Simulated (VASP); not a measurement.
# Mo (Fd-3m) in VASP: further runs

Runs on Mo. Level: PBE. Tasks: single point.

All numbers are computed with VASP 6.6.1; they aren't measurements. Logs are shortened: lines on timing, memory, paths and dates and some standing lists are left out, and cuts for length are marked.

## (1) The cell of the first run

It takes space group Fd-3m (No. 227, cubic). The conventional cell has a = 5.428 Å, b = 5.428 Å, c = 5.428 Å, α = 90.00°, β = 90.00°, γ = 90.00°. Within 3.1 Å of Mo (site symmetry -43m) lie 4 Mo at 2.35 Å.

## (2) Single point, PBE

INCAR

```
SYSTEM = Mo
PREC     = Accurate       ! precision mode
ENCUT    = 520            ! plane-wave cutoff, eV
EDIFF    = 1E-6           ! SCF threshold, eV
ISMEAR   = -1             ! smearing method
SIGMA    = 0.1            ! smearing width, eV
LREAL    = .FALSE.        ! projectors in reciprocal space
LASPH    = .TRUE.         ! aspherical terms in the spheres
NELM     = 60             ! most SCF steps
ALGO     = Normal         ! electronic algorithm
ISIF     = 2              ! what is computed and relaxed
LWAVE    = .FALSE.        ! write WAVECAR
LCHARG   = .FALSE.        ! write CHGCAR
GGA      = PE             ! functional
NBANDS   = 21             ! bands
```

KPOINTS

```
Automatic mesh
0
G
  14 14 14
  0 0 0
```

POSCAR

```
Mo
1.0
    0.0000000000      2.7140324710      2.7140324710
    2.7140324710      0.0000000000      2.7140324710
    2.7140324710      2.7140324710      0.0000000000
Mo
2
Direct
    0.0000000000      0.0000000000      0.0000000000
    0.2500000000      0.2500000000      0.2500000000
```

Potentials or basis: VASP PAW PBE potentials, release 64 (Mo_sv).

Started as:

```
cat potpaw_PBE.64/Mo_sv/POTCAR > POTCAR
mpirun -np 1 vasp_std > vasp.out
```

OUTCAR:

```text
SYSTEM = Mo
   PREC = Accurate
   ENCUT = 520
   EDIFF = 1E-6
   ISMEAR = -1
   LREAL = .FALSE.
   LASPH = .TRUE.
   NELM = 60
   ISIF = 2
   GGA = PE

 ion  position               nearest neighbor table
   1  0.000  0.000  0.000-   2 2.35   2 2.35   2 2.35   2 2.35
   2  0.250  0.250  0.250-   1 2.35   1 2.35   1 2.35   1 2.35

  LATTYP: Found a face centered cubic cell.
 ALAT       =     5.4280649420

  Lattice vectors:

 A1 = (   0.0000000000,   2.7140324710,   2.7140324710)
 A2 = (   2.7140324710,   0.0000000000,   2.7140324710)
 A3 = (   2.7140324710,   2.7140324710,   0.0000000000)

Analysis of symmetry for initial positions (statically):
=====================================================================
 Subroutine PRICEL returns:
 Original cell was already a primitive cell.

 Routine SETGRP: Setting up the symmetry group for a
 face centered cubic supercell.

 Subroutine GETGRP returns: Found 48 space group operations
 (whereof 24 operations were pure point group operations)
 out of a pool of 48 trial point group operations.

The static configuration has the point symmetry T_d .
 The point group associated with its full space group is O_h .

Analysis of symmetry for dynamics (positions and initial velocities):
=====================================================================
 Subroutine PRICEL returns:
 Original cell was already a primitive cell.

 Routine SETGRP: Setting up the symmetry group for a
 face centered cubic supercell.

 Subroutine GETGRP returns: Found 48 space group operations
 (whereof 24 operations were pure point group operations)
 out of a pool of 48 trial point group operations.

The dynamic configuration has the point symmetry T_d .
 The point group associated with its full space group is O_h .

 Subroutine INISYM returns: Found 48 space group operations
 (whereof 24 operations are pure point group operations),
 and found     1 'primitive' translations

----------------------------------------------------------------------------------------

                                     Primitive cell

  volume of cell :      39.9830

  direct lattice vectors                    reciprocal lattice vectors
     0.000000000  2.714032471  2.714032471    -0.184227715  0.184227715  0.184227715
     2.714032471  0.000000000  2.714032471     0.184227715 -0.184227715  0.184227715
     2.714032471  2.714032471  0.000000000     0.184227715  0.184227715 -0.184227715

  length of vectors
     3.838221529  3.838221529  3.838221529     0.319091762  0.319091762  0.319091762

  position of ions in fractional coordinates (direct lattice)
     0.000000000  0.000000000  0.000000000
     0.250000000  0.250000000  0.250000000

  ion indices of the primitive-cell ions
   primitive index   ion index
                 1           1
                 2           2

----------------------------------------------------------------------------------------

 KPOINTS: Automatic mesh

Automatic generation of k-mesh.
 Grid dimensions read from file:
 generate k-points for:   14   14   14

 Generating k-lattice:

  Cartesian coordinates                     Fractional coordinates (reciprocal lattice)
    -0.013159122  0.013159122  0.013159122     0.071428571  0.000000000  0.000000000
     0.013159122 -0.013159122  0.013159122     0.000000000  0.071428571  0.000000000
     0.013159122  0.013159122 -0.013159122     0.000000000  0.000000000  0.071428571

  Length of vectors
     0.022792269  0.022792269  0.022792269

  Shift w.r.t. Gamma in fractional coordinates (k-lattice)
     0.000000000  0.000000000  0.000000000

 Subroutine IBZKPT returns following result:
 ===========================================

 Found    104 irreducible k-points:

 Following reciprocal coordinates:
            Coordinates               Weight
  0.000000  0.000000  0.000000      1.000000
  0.071429  0.000000  0.000000      8.000000
  0.142857  0.000000  0.000000      8.000000
  0.214286  0.000000  0.000000      8.000000
  0.285714  0.000000  0.000000      8.000000
  0.357143  0.000000  0.000000      8.000000
[... 16 lines left out ...]
  0.214286  0.142857  0.000000     24.000000
  0.285714  0.142857  0.000000     24.000000
 [... further k-points ...]
   k-points           NKPTS =    104   k-points in BZ     NKDIM =    104   number of bands    NBANDS=     21
   number of dos      NEDOS =    301   number of ions     NIONS =      2
   total plane-waves  NPLWV =  27000
   dimension x,y,z NGX =    30 NGY =   30 NGZ =   30
   dimension x,y,z NGXF=    60 NGYF=   60 NGZF=   60
   ions per type =               2
   NGX,Y,Z   is equivalent  to a cutoff of  12.99, 12.99, 12.99 a.u.
   NGXF,Y,Z  is equivalent  to a cutoff of  25.99, 25.99, 25.99 a.u.
 SYSTEM =  Mo
   PREC   = accura    normal or accurate (medium, high low for compatibility)
   ISTART =      0    job   : 0-new  1-cont  2-samecut
   ICHARG =      2    charge: 1-file 2-atom 10-const
   ISPIN  =      1    spin polarized calculation?
   LNONCOLLINEAR =      F non collinear calculations
   LSORBIT =      F    spin-orbit coupling
   LASPH  =      T    aspherical Exc in radial PAW
   ENCUT  =  520.0 eV  38.22 Ry    6.18 a.u.   7.14  7.14  7.14*2*pi/ulx,y,z
   NELM   =     60;   NELMIN=  2; NELMDL= -5     # of ELM steps
   EDIFF  = 0.1E-05   stopping-criterion for ELM
   LREAL  =      F    real-space projection
   EDIFFG = 0.1E-04   stopping-criterion for IOM
   NSW    =      0    number of steps for IOM
   IBRION =     -1    ionic relax: 0-MD 1-quasi-New 2-CG
   NFREE  =      0    steps in history (QN), initial steepest desc. (CG)
   ISIF   =      2    stress and relaxation
   ISYM   =      2    0-nonsym 1-usesym 2-fastsym
   POTIM  = 0.5000    time-step for ionic-motion
   TEBEG  =    0.0;   TEEND  =   0.0 temperature during run
   PSTRESS=    0.0 pullay stress
   NELECT =      28.0000    total number of electrons
   NUPDOWN=      -1.0000    fix difference up-down
   EMIN   =  10.00;   EMAX   =-10.00  energy-range for DOS
   EFERMI =   0.00;   METHOD = LEGACY
   ISMEAR =    -1;   SIGMA  =   0.10  broadening in eV -4-tet -1-fermi 0-gaus
   EFERMI_NEDOS =   21; number of points for ismear=-14 and -15
   IALGO  =     38    algorithm
   IMIX   =      4    mixing-type and parameters
     AMIX     =   0.40;   BMIX     =  1.00
     AMIX_MAG =   1.60;   BMIX_MAG =  1.00
  volume/ion in A,a.u.               =      19.99       134.91
  Fermi-wavevector in a.u.,A,eV,Ry     =   1.453793  2.747270 28.756091  2.113513
  Thomas-Fermi vector in A             =   2.571018
   LORBIT       =      0    0 simple, 1 ext, 2 COOP (PROOUT), +10 PAW based schemes
   GGA     = PE    functional components
[... 5 lines left out ...]
 non-spin polarized calculation
  energy-cutoff  :      520.00
  volume of cell :       39.98
 maximum number of plane-waves:      1090
 NGX is ok and might be reduce to    30
   NGX = 15   NGY = 15   NGZ = 15

 number of electron      27.9999994 magnetization

 Free energy of the ion-electron system (eV)
  ---------------------------------------------------
  ext. energy  EPLUGINS =         0.00000000
  ---------------------------------------------------
  free energy    TOTEN  =       -17.09844283 eV

  energy without entropy =      -17.02397067  energy(sigma->0) =      -17.06120675

 E-fermi :   8.5886     XC(G=0): -11.5595

 val. band max:        8.5847426840   @ k =  -0.2143   0.2857   0.0714
 cond. band min:       8.6058953493   @ k =  -0.1429   0.2143   0.0714
 fundamental gap:      0.0211526653
 Fermi energy:         8.5886033454

 k-point     1 :       0.0000    0.0000    0.0000
  band No.  band energies     occupation
      1     -52.0645      2.00000
      2     -50.9777      2.00000
      3     -26.5616      2.00000
      4     -26.5616      2.00000
      5     -26.5616      2.00000
      6     -25.0033      2.00000
[... 13 lines left out ...]
     20      20.3543      0.00000
     21      21.1726      0.00000

 k-point     2 :       0.0714    0.0000    0.0000
  band No.  band energies     occupation
      1     -52.0548      2.00000
      2     -50.9885      2.00000
      3     -26.5723      2.00000
      4     -26.5723      2.00000
      5     -26.5615      2.00000
      6     -25.0023      2.00000
[... 13 lines left out ...]
     20      19.8055      0.00000
     21      21.2252      0.00000

 k-point     3 :       0.1429    0.0000    0.0000
  band No.  band energies     occupation
      1     -52.0266      2.00000
      2     -51.0196      2.00000
      3     -26.6012      2.00000
      4     -26.6012      2.00000
      5     -26.5614      2.00000
      6     -24.9990      2.00000
[... 13 lines left out ...]
     20      19.2567      0.00000
     21      21.3767      0.00000

 k-point     4 :       0.2143    0.0000    0.0000
  band No.  band energies     occupation
      1     -51.9824      2.00000
      2     -51.0681      2.00000
      3     -26.6410      2.00000
      4     -26.6410      2.00000
      5     -26.5623      2.00000
      6     -24.9930      2.00000
[... 13 lines left out ...]
     20      18.8258      0.00000
     21      19.8216      0.00000

 k-point     5 :       0.2857    0.0000    0.0000
  band No.  band energies     occupation
      1     -51.9271      2.00000
      2     -51.1281      2.00000
      3     -26.6829      2.00000
      4     -26.6829      2.00000
      5     -26.5646      2.00000
      6     -24.9846      2.00000
[... 13 lines left out ...]
     20      17.5337      0.00000
     21      19.0150      0.00000

 k-point     6 :       0.3571    0.0000    0.0000
  band No.  band energies     occupation
      1     -51.8691      2.00000
      2     -51.1903      2.00000
      3     -26.7189      2.00000
      4     -26.7189      2.00000
      5     -26.5679      2.00000
      6     -24.9755      2.00000
[... 13 lines left out ...]
     20      15.8212      0.00000
     21      18.9067      0.00000

 k-point     7 :       0.4286    0.0000    0.0000
  band No.  band energies     occupation
      1     -51.8218      2.00000
      2     -51.2405      2.00000
      3     -26.7428      2.00000
      4     -26.7428      2.00000
      5     -26.5708      2.00000
      6     -24.9683      2.00000
[... 13 lines left out ...]
     20      14.4579      0.00000
     21      18.8855      0.00000
[... 291 lines left out ...]
      1     -52.0051      2.00000
      2     -51.0432      2.00000
      3     -26.6569      2.00000
      4     -26.6074      2.00000
      5     -26.5367      2.00000
      6     -25.0218      2.00000
[... 13 lines left out ...]
     20      19.1041      0.00000
     21      20.7881      0.00000

 k-point    21 :      -0.0714    0.0714    0.0000
  band No.  band energies     occupation
      1     -52.0389      2.00000
      2     -51.0061      2.00000
      3     -26.6083      2.00000
      4     -26.5804      2.00000
      5     -26.5496      2.00000
      6     -25.0129      2.00000
[... 13 lines left out ...]
     20      19.4432      0.00000
     21      21.2501      0.00000

 k-point    22 :       0.1429    0.1429    0.0000
  band No.  band energies     occupation
      1     -52.0132      2.00000
      2     -51.0343      2.00000
      3     -26.6478      2.00000
      4     -26.6478      2.00000
      5     -26.4827      2.00000
      6     -25.0838      2.00000
[... 13 lines left out ...]
     20      19.0335      0.00000
     21      20.9775      0.00000

 k-point    23 :       0.2143    0.1429    0.0000
  band No.  band energies     occupation
      1     -51.9795      2.00000
      2     -51.0712      2.00000
      3     -26.6900      2.00000
      4     -26.6889      2.00000
      5     -26.4477      2.00000
      6     -25.1173      2.00000
[... 13 lines left out ...]
     20      18.8313      0.00000
     21      20.1974      0.00000

 k-point    24 :       0.2857    0.1429    0.0000
  band No.  band energies     occupation
      1     -51.9313      2.00000
      2     -51.1236      2.00000
      3     -26.7396      2.00000
      4     -26.7304      2.00000
      5     -26.4185      2.00000
      6     -25.1410      2.00000
[... 13 lines left out ...]
     20      18.4408      0.00000
     21      19.0051      0.00000

 [... further k-points ...]

------------------------ aborting loop because EDIFF is reached ----------------------------------------

  FORCE on cell =-STRESS in cart. coord.  units (eV):
  Direction    XX          YY          ZZ          XY          YZ          ZX
  --------------------------------------------------------------------------------------
  -------------------------------------------------------------------------------------
  Total        5.2087745      5.2087745      5.2087745     -0.0000000      0.0000000     -0.0000000
  in kB      208.7233463    208.7233463    208.7233463     -0.0000000      0.0000000     -0.0000000
  external PRESSURE =     208.7233463 kB  Pullay stress =       0.0000000 kB

 VOLUME and BASIS-vectors are now :
 -----------------------------------------------------------------------------
  energy-cutoff  :      520.00
  volume of cell :       39.98
      direct lattice vectors                 reciprocal lattice vectors
     0.000000000  2.714032471  2.714032471    -0.184227715  0.184227715  0.184227715
     2.714032471  0.000000000  2.714032471     0.184227715 -0.184227715  0.184227715
     2.714032471  2.714032471  0.000000000     0.184227715  0.184227715 -0.184227715

 POSITION                                       TOTAL-FORCE (eV/Angst)
 -----------------------------------------------------------------------------------
      0.00000      0.00000      0.00000         0.000000      0.000000      0.000000
      1.35702      1.35702      1.35702        -0.000000     -0.000000     -0.000000
 -----------------------------------------------------------------------------------
    total drift:                                0.000000     -0.000000      0.000000

  FREE ENERGIE OF THE ION-ELECTRON SYSTEM (eV)
  ---------------------------------------------------
  free  energy   TOTEN  =       -17.0984428344 eV

  energy  without entropy=      -17.0239706745  energy(sigma->0) =      -17.06120675
```

Wall time 1.9 min (1 thread of AMD EPYC 7R43 (Zen 3), shared host); peak memory 0.17 GiB.

Results:

| Quantity | Value |
| --- | --- |
| Free energy | -17.0984 eV |
| Pressure | 20.9 GPa |
| Band gap on the k mesh | zero (band 14 reaches 8.92 eV, above the bottom of band 15 at 8.25 eV) |

Levels at points of the mesh, in eV from the Fermi level:
| k point | band 11 | band 12 | band 13 | band 14 | band 15 | band 16 | band 17 | band 18 |
| --- | --- | --- | --- | --- | --- | --- | --- | --- |
| (0.00, 0.00, 0.00) | -2.83 | -1.57 | -1.57 | -1.57 | 1.47 | 1.47 | 1.47 | 5.09 |
| (0.50, 0.00, 0.00) | -2.52 | -2.25 | -1.98 | -1.98 | 0.57 | 2.64 | 2.64 | 4.19 |
| (0.50, 0.50, 0.00) | -1.94 | -1.94 | 0.33 | 0.33 | 0.43 | 0.43 | 4.53 | 4.53 |

## (3) Single point, PBE

This run uses another cell than the first one, of 21.26 Å³/atom, 1.063 times its volume.

INCAR

```
SYSTEM = Mo
PREC = Accurate
ENCUT = 520
EDIFF = 1E-6
ISMEAR = -1
SIGMA = 0.1
LREAL = .False.
LASPH = .True.
NELM = 100
ALGO = Normal
ISIF = 2
LWAVE = .False.
LCHARG = .False.
GGA = PE
NBANDS = 21
```

KPOINTS

```
Automatic mesh
0
Gamma
  14 14 14
  0 0 0
```

POSCAR

```
Mo
1.0
    0.0000000000      2.7700856404      2.7700856404
    2.7700856404      0.0000000000      2.7700856404
    2.7700856404      2.7700856404      0.0000000000
Mo
2
Direct
    0.0000000000      0.0000000000      0.0000000000
    0.2500000000      0.2500000000      0.2500000000
```

Potentials or basis: VASP PAW PBE potentials, release 64 (Mo_sv).

Started as:

```
cat potpaw_PBE.64/Mo_sv/POTCAR > POTCAR
mpirun -np 1 vasp_std > vasp.out
```

Run time: 1.9 min. Hardware: 1 thread of AMD EPYC 7R43 (Zen 3), shared host; peak memory 0.17 GiB.

Results (log left out):

```yaml
Free_energy: -17.3443 eV
Pressure: 10.6 GPa
Band_gap_on_the_k_mesh: zero (band 14 reaches 8.10 eV, above the bottom of band 15 at 7.48 eV)
```

Levels at points of the mesh, in eV from the Fermi level:
```tsv
k point	band 11	band 12	band 13	band 14	band 15	band 16	band 17	band 18
(0.00, 0.00, 0.00)	-2.53	-1.45	-1.45	-1.45	1.40	1.40	1.40	4.76
(0.50, 0.00, 0.00)	-2.25	-2.20	-1.79	-1.79	0.47	2.48	2.48	3.95
(0.50, 0.50, 0.00)	-1.74	-1.74	0.16	0.16	0.51	0.51	4.28	4.28
```

## (4) Single point, PBE

This run uses another cell than the first one, of 22.06 Å³/atom, 1.103 times its volume.

INCAR: that of step 3 with these lines changed.

```diff
@@ -3,3 +3,3 @@
 ENCUT = 520
-EDIFF = 1E-6
+EDIFF = 1E-7
 ISMEAR = -1
```

KPOINTS is that of step 3.

POSCAR

```
Mo
1.0
    0.0000000000      2.8045128201      2.8045128201
    2.8045128201      0.0000000000      2.8045128201
    2.8045128201      2.8045128201      0.0000000000
Mo
2
Direct
    0.0000000000      0.0000000000      0.0000000000
    0.2500000000      0.2500000000      0.2500000000
```

Started as:

```
cat potpaw_PBE.64/Mo_sv/POTCAR > POTCAR
mpirun -np 1 vasp_std > vasp.out
```

Wall time 99 s (1 thread of AMD EPYC 7R43 (Zen 3), shared host); peak memory 0.18 GiB.

The run converged. Its results:

```yaml
Free_energy: -17.4250 eV
Pressure: 5.5 GPa
Band_gap_on_the_k_mesh: zero (band 14 reaches 7.64 eV, above the bottom of band 15 at 7.04 eV)
```

Levels at points of the mesh, in eV from the Fermi level:
```tsv
k point	band 12	band 13	band 14	band 15	band 16	band 17
(0.00, 0.00, 0.00)	-1.39	-1.39	-1.39	1.36	1.36	1.36
(0.50, 0.00, 0.00)	-2.10	-1.68	-1.68	0.41	2.39	2.39
(0.50, 0.50, 0.00)	-1.64	0.07	0.07	0.55	0.55	4.12
```

(Continued in part 2 of 2.)
